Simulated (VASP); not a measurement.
Ba2Na: single point with PBE

Crystal: Ba2Na.

```
Na Ba
1.0
    -3.71467    3.71467    6.30578
     3.71467   -3.71467    6.30578
     3.71467    3.71467   -6.30578
Na Ba
2 4
Direct
  0.00000 0.00000 0.00000
  0.75000 0.25000 0.50000
  0.29625 0.29625 0.00000
  0.04625 0.54625 0.50000
  0.45375 0.95375 0.50000
  0.70375 0.70375 0.00000
```

```yaml
Program: VASP 6.6.1
Task: single point
Functional: PBE
Potentials_or_basis: VASP PAW PBE potentials, release 64 (Na_pv, Ba_sv)
Cutoff: 520 eV
k_mesh: 4 × 4 × 4
Occupations: gaussian, width 0.1 eV
Spin: no spin polarisation
```

```json
{"Pressure": "0.0 GPa", "Largest force": "0.018 eV/Å", "Band gap on the k mesh": "zero (bands 27 and 28 overlap by 0.51 eV)"}
```

Forces in eV/Å, atoms in the order of the input:
```
Na   0.000  0.000  0.000
Na   0.000  0.000  0.000
Ba   0.000  0.000  0.018
Ba   0.000  0.000  0.018
Ba   0.000  0.000 -0.018
Ba   0.000  0.000 -0.018
```

Stress tensor (GPa, compression positive):
```
-0.01  0.00  0.00
 0.00 -0.01  0.00
 0.00  0.00  0.16
```

Levels at points of the mesh, in eV from the Fermi level:
```csv
k point,band 23,band 24,band 25,band 26,band 27,band 28,band 29,band 30,band 31,band 32
"(0.00, 0.00, 0.00)",-2.90,-0.52,-0.23,-0.15,0.02,0.23,0.23,0.24,0.24,0.39
"(0.50, 0.00, 0.00)",-1.79,-1.75,-0.59,-0.13,-0.11,0.13,0.23,0.25,0.33,0.57
"(0.50, 0.50, 0.00)",-1.31,-1.31,-0.97,-0.97,-0.02,-0.02,0.30,0.30,0.72,0.72
"(0.50, 0.50, 0.50)",-1.76,-1.76,-0.89,-0.89,0.46,0.46,0.53,0.53,0.53,0.53
```

Run time: 3.7 min on 1 thread of Intel(R) Xeon(R) Platinum 8559C (Emerald Rapids) (shared host), peak memory 0.61 GiB.

Caveat: spin-orbit coupling is left out, which moves the levels of the heavy elements.
